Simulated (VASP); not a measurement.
Set up this calculation in VASP 6.6.1, as the native input.

```yaml
Task: single point
Functional: PBE
Potentials_or_basis: VASP PAW PBE potentials, release 64 (Ga_d, P)
Cutoff: 520 eV
k_mesh: 10 × 10 × 10
Occupations: gaussian, width 0.05 eV
Spin: no spin polarisation
Dipole_correction: no
Further_INCAR_settings: ALGO = Normal; EDIFF = 1e-07; NBANDS = 16
```

The structure of GaP lies in POSCAR:

```
GaP
1.0
    0.0000000000      2.8267795726      2.6796659139
    2.6796659139      0.0000000000      2.6796659139
    2.6796659139      2.8267795726      0.0000000000
Ga P
1 1
Direct
    0.0000000000      0.0000000000      0.0000000000
    0.7500000000      0.7500000000      0.7500000000
```

This cell differs from its parent crystal: volume 20.298 Å^3 an atom, c/a of the conventional cell 1.0549.

One way to write it, as run:

INCAR

```
SYSTEM = GaP
PREC = Accurate ; ENCUT = 520
EDIFF = 1E-7 ; ISMEAR = 0
SIGMA = 0.05 ; LREAL = .False.
LASPH = .True. ; NELM = 100
ALGO = Normal ; ISIF = 2
LWAVE = .False. ; LCHARG = .False.
GGA = PE ; NBANDS = 16
```

KPOINTS

```
regular mesh
0
Gamma
  10 10 10
  0 0 0
```

Potentials or basis: VASP PAW PBE potentials, release 64 (Ga_d, P).

Launch:

```bash
$ cat potpaw_PBE.64/Ga_d/POTCAR potpaw_PBE.64/P/POTCAR > POTCAR
$ mpirun -np 1 vasp_std > vasp.out
```

Results of the run:

```
Pressure               : 2.2 GPa
Band gap on the k mesh : 1.35 eV, indirect (least direct gap 1.67 eV)
```

Wall time 56 s on 1 thread of Intel Xeon 6975P-C, on a shared host, peak memory 0.21 GiB.
